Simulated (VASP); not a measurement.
Here is a VASP 6.6.1 calculation.

File INCAR:

```
SYSTEM = MoS2
PREC     = Accurate       ! precision mode
ENCUT    = 520            ! plane-wave cutoff, eV
EDIFF    = 1E-8           ! SCF threshold, eV
ISMEAR   = -1             ! smearing method
SIGMA    = 0.03           ! smearing width, eV
LREAL    = .FALSE.        ! projectors in reciprocal space
LASPH    = .TRUE.         ! aspherical terms in the spheres
NELM     = 80             ! most SCF steps
ALGO     = Normal         ! electronic algorithm
ISIF     = 2              ! what is computed and relaxed
LWAVE    = .FALSE.        ! write WAVECAR
LCHARG   = .FALSE.        ! write CHGCAR
GGA      = PE             ! functional
LEFG     = .TRUE.       
NBANDS   = 35             ! bands
```

Contents of KPOINTS:

```
regular mesh
0
G
  10 10 3
  0 0 0
```

File POSCAR:

```
MoS2
1.0
    3.1293915856      0.0000000000      0.0000000000
   -1.5646957928      2.7101326115      0.0000000000
    0.0000000000      0.0000000000     12.2950000000
Mo S
2 4
Direct
    0.3333333333      0.6666666667      0.2500000000
    0.6666666667      0.3333333333      0.7500000000
    0.3333333333      0.6666666667      0.6275000000
    0.6666666667      0.3333333333      0.1275000000
    0.3333333333      0.6666666667      0.8725000000
    0.6666666667      0.3333333333      0.3725000000
```

Potentials or basis: VASP PAW PBE potentials, release 64 (Mo_sv, S).

Run with:

```bash
$ cat potpaw_PBE.64/Mo_sv/POTCAR potpaw_PBE.64/S/POTCAR > POTCAR
$ mpirun -np 1 vasp_std > vasp.out
```

**Question.** What does it give for the largest force?

**Answer.** 1.447 eV/Å.

**Question.** What does it give for the band gap on the k mesh?

**Answer.** 1.00 eV, indirect (least direct gap 1.97 eV).

**Question.** Estimate the pressure.

**Answer.** 12.3 GPa.

Electric field gradients, principal values (V/Å²):
| atom | least | middle | greatest (by size) |
| --- | --- | --- | --- |
| 1 Mo | 46.415 | 46.417 | -92.832 |
| 2 Mo | 46.415 | 46.417 | -92.832 |
| 3 S | 30.988 | 30.989 | -61.977 |
| 4 S | 30.988 | 30.989 | -61.977 |
| 5 S | 30.988 | 30.989 | -61.977 |
| 6 S | 30.988 | 30.989 | -61.977 |

Caveat: the cell differs from its parent crystal (equal xx and yy strain of -1 %); without QUAD_EFG the Cq values of the log hold for a quadrupole moment of 1 mb, not for the nuclei; this functional lacks dispersion, which binds the layers, so the pressure and a relaxed spacing across them are unreliable; forces of over 1 eV/Å act on the atoms, so gaps and moduli don't describe the material at rest. A k mesh can miss the band edges.
